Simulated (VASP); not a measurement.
Pt: single point with HSE06

Pt:

```
CELL_PARAMETERS angstrom
0.00000 1.95135 1.95135
1.95135 0.00000 1.95135
1.95135 1.95135 0.00000
ATOMIC_POSITIONS crystal
Pt 0.00000 0.00000 0.00000
```

| Quantity | Value |
| --- | --- |
| Program | VASP 6.6.1 |
| Task | single point |
| Functional | HSE06 |
| Potentials or basis | VASP PAW PBE potentials, release 64 (Pt_sv_GW) |
| Cutoff | 430 eV |
| k mesh | 6 × 6 × 6 |
| Occupations | fermi-dirac, width 0.1 eV |
| Spin | no spin polarisation |
| Dipole correction | no |
| Grid for exact exchange (PRECFOCK) | Normal |
| Further INCAR settings | ALGO = Normal; EDIFF = 1e-06; NBANDS = 15 |
| Share of exact exchange | 0.25 |
| Screening parameter | 0.2079 1/Å |

| Quantity | Value |
| --- | --- |
| Pressure | 0.3 GPa |
| Band gap on the k mesh | zero (bands 9 and 10 overlap by 3.07 eV) |

Levels at points of the mesh, in eV from the Fermi level:
```tsv
k point	band 7	band 8	band 9	band 10	band 11	band 12
(0.00, 0.00, 0.00)	-4.48	-4.48	-2.28	-2.28	15.87	21.12
(0.50, 0.00, 0.00)	-4.64	-0.26	0.01	0.01	7.23	15.43
(0.50, 0.50, 0.00)	-0.32	0.72	0.72	2.31	10.54	12.76
```

Run time: 8.3 min on 1 thread of Intel(R) Xeon(R) Platinum 8375C CPU @ 2.90GHz (Ice Lake), with other jobs on the host, peak memory 0.23 GiB.

Caveat: the k points lie up to 0.46 Å⁻¹ apart, too coarse for converged energies and pressures of a metal; the PAW data sets were made with another functional, which shifts forces and pressure a little; spin-orbit coupling is left out, which moves the levels of the heavy elements.
